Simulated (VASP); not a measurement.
Here is a VASP 6.6.1 calculation.

Contents of INCAR:

```
ALGO = Normal
DIPOL = 0.5 0.5 0.500
EDIFF = 1E-6
ENCUT = 520
GGA = PE
IDIPOL = 3
ISIF = 2
ISMEAR = 0
IVDW = 12
LASPH = T
LCHARG = T
LDIPOL = T
LELF = T
LREAL = F
LVACPOTAV = T
LVHAR = T
LWAVE = F
NBANDS = 16
NELM = 60
PREC = Accurate
SIGMA = 0.1
```

KPOINTS

```
k-points
0
Gamma
  15 15 1
```

File POSCAR:

```
Si
1.0
    3.8472023568      0.0000000000      0.0000000000
   -1.9236011784      3.3317749745      0.0000000000
    0.0000000000      0.0000000000     34.4893942845
Si
4
Direct
    0.3333333334      0.6666666667      0.4609336173
    0.6646788179      0.3293576358      0.4430789591
    0.8333333333      0.6666666667      0.5569286894
    0.1677899019      0.3355798038      0.5390587342
```

Potentials or basis: VASP PAW PBE potentials, release 64 (Si).

Launch:

```console
$ cat potpaw_PBE.64/Si/POTCAR > POTCAR
$ mpirun -np 1 vasp_std > vasp.out
```

(1) Estimate the work function of the lower face.

(2) Estimate the band gap on the k mesh.

(3) What does it give for the work function of the upper face?

(4) What does it give for the largest force?

Results:

(1) 4.69 eV.

(2) zero (bands 8 and 9 overlap by 0.09 eV).

(3) 4.67 eV.

(4) 0.261 eV/Å.
